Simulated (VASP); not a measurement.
Wanted: the native input for a VASP 6.6.1 run.

```
Task                   : single point
Functional             : PBE
Potentials or basis    : VASP PAW PBE potentials, release 64 (Ga_d, Ir)
Cutoff                 : 500 eV
k mesh                 : 6 × 6 × 4
Occupations            : gaussian, width 0.2 eV
Spin                   : no spin polarisation
Dipole correction      : no
Further INCAR settings : ALGO = Normal; EDIFF = 1e-06; NBANDS = 50
```

The structure of GaIr3 lies in POSCAR:

```
GaIr3
1.0
    2.7806863091     -3.7688922271      0.0000000000
    2.7806863091      3.7688922271      0.0000000000
    0.0000000000      0.0000000000      5.5350829467
Ga Ir
2 6
Direct
    0.0000000000      0.0000000000      0.0000000000
    0.0000000000      0.0000000000      0.5000000000
    0.5000000000      0.5000000000      0.0000000000
    0.5000000000      0.5000000000      0.5000000000
    0.0000000000      0.5000000000      0.2500000000
    0.0000000000      0.5000000000      0.7500000000
    0.5000000000      1.0000000000      0.2500000000
    0.5000000000      1.0000000000      0.7500000000
```

One way to write it, as run:

INCAR

```
  PREC = Accurate
  ENCUT = 500
  EDIFF = 1E-6
  ISMEAR = 0
  SIGMA = 0.2
  LREAL = False
  LASPH = True
  NELM = 120
  ALGO = Normal
  ISIF = 2
  LWAVE = False
  LCHARG = False
  GGA = PE
  NBANDS = 50
  GGA_COMPAT = False
```

KPOINTS

```
Automatic mesh
0
Gamma
  6 6 4
```

Potentials or basis: VASP PAW PBE potentials, release 64 (Ga_d, Ir).

Launch:

```console
$ cat potpaw_PBE.64/Ga_d/POTCAR potpaw_PBE.64/Ir/POTCAR > POTCAR
$ mpirun -np 1 vasp_std > vasp.out
```

Results of the run:

```json
{"Pressure": "0.4 GPa", "Band gap on the k mesh": "zero (bands 40 and 41 overlap by 1.28 eV)"}
```

Caveat: spin-orbit coupling is left out, which moves the levels of the heavy elements.

It took 2.2 min on 1 thread of AMD EPYC 9R45 96-Core Processor (Zen 5) (shared host), peak memory 0.29 GiB.
